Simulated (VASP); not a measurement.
The system is Al.

```
CELL_PARAMETERS angstrom
-1.72916 1.72916 2.97889
1.72916 -1.72916 2.97889
1.72916 1.72916 -2.97889
ATOMIC_POSITIONS crystal
Al 0.29191 0.29191 0.00000
Al 0.70809 0.70809 0.00000
```

```yaml
Program: VASP 6.6.1
Task: relaxation of cell and atoms
Functional: PBE
Potentials_or_basis: VASP PAW PBE potentials, release 64 (Al)
Cutoff: 600 eV
k_mesh: 8 × 8 × 8
Occupations: gaussian, width 0.1 eV
Spin: no spin polarisation
```

At the start: pressure 16.1 GPa; volume 17.81 Å³/atom.

Q: How do energy, volume and symmetry change on relaxing?

A: Over 24 steps the energy falls by 298.2 meV/atom and the volume is 20.23 Å³/atom (+13.6 %); space group Pm-3m (No. 221, to 0.05 Å).

The path:
| step | energy change (eV) | largest force (eV/Å) | pressure (GPa) | volume (Å³) |
| --- | --- | --- | --- | --- |
| 1 | 0.0000 | 0.3202 | 16.15 | 35.63 |
| 2 | -0.3578 | 0.3849 | -2.42 | 45.66 |
| 3 | -0.3740 | 0.4025 | -0.10 | 43.46 |
| 4 | -0.3741 | 0.4015 | -0.29 | 43.62 |
| 5 | -0.3878 | 0.2991 | -0.53 | 43.61 |
| 6 | -0.4157 | 0.1153 | -1.11 | 43.57 |
| 7 | -0.4511 | 0.0241 | -1.89 | 43.49 |
| 8 | -0.4460 | 0.4594 | -1.57 | 43.30 |
| 9 | -0.4658 | 0.0022 | -2.14 | 43.45 |
| 10 | -0.4781 | 0.0937 | -2.23 | 43.38 |
| 11 | -0.4877 | 0.1488 | -2.06 | 43.12 |
| 12 | -0.4965 | 0.2956 | -1.61 | 42.67 |
| 13 | -0.4967 | 0.3322 | -1.51 | 42.59 |
| 14 | -0.5045 | 0.3320 | -1.40 | 42.41 |
| 15 | -0.5271 | 0.3215 | -1.05 | 41.88 |
| 16 | -0.5648 | 0.2722 | -0.18 | 40.82 |
| 17 | -0.5818 | 0.0516 | 2.63 | 38.73 |
| 18 | -0.5875 | 0.1351 | 1.39 | 39.52 |
| 19 | -0.5877 | 0.1086 | 1.60 | 39.38 |
| 20 | -0.5950 | 0.0052 | 0.69 | 40.00 |
| 21 | -0.5957 | 0.0838 | 0.05 | 40.49 |
| 22 | -0.5960 | 0.0485 | 0.30 | 40.30 |
| 23 | -0.5960 | 0.0522 | 0.28 | 40.32 |
| 24 | -0.5965 | 0.0242 | 0.09 | 40.46 |

Final structure:
```cif
data_structure
_symmetry_space_group_name_H-M 'P 1'
_symmetry_Int_Tables_number 1
_cell_length_a 3.8544
_cell_length_b 3.8544
_cell_length_c 3.8544
_cell_angle_alpha 120.057
_cell_angle_beta 120.057
_cell_angle_gamma 89.902
_cell_volume 40.46
loop_
_atom_site_label
_atom_site_type_symbol
_atom_site_fract_x
_atom_site_fract_y
_atom_site_fract_z
_atom_site_occupancy
Al1 Al 0.25057 0.25057 0.00000 1
Al2 Al 0.74943 0.74943 0.00000 1
```
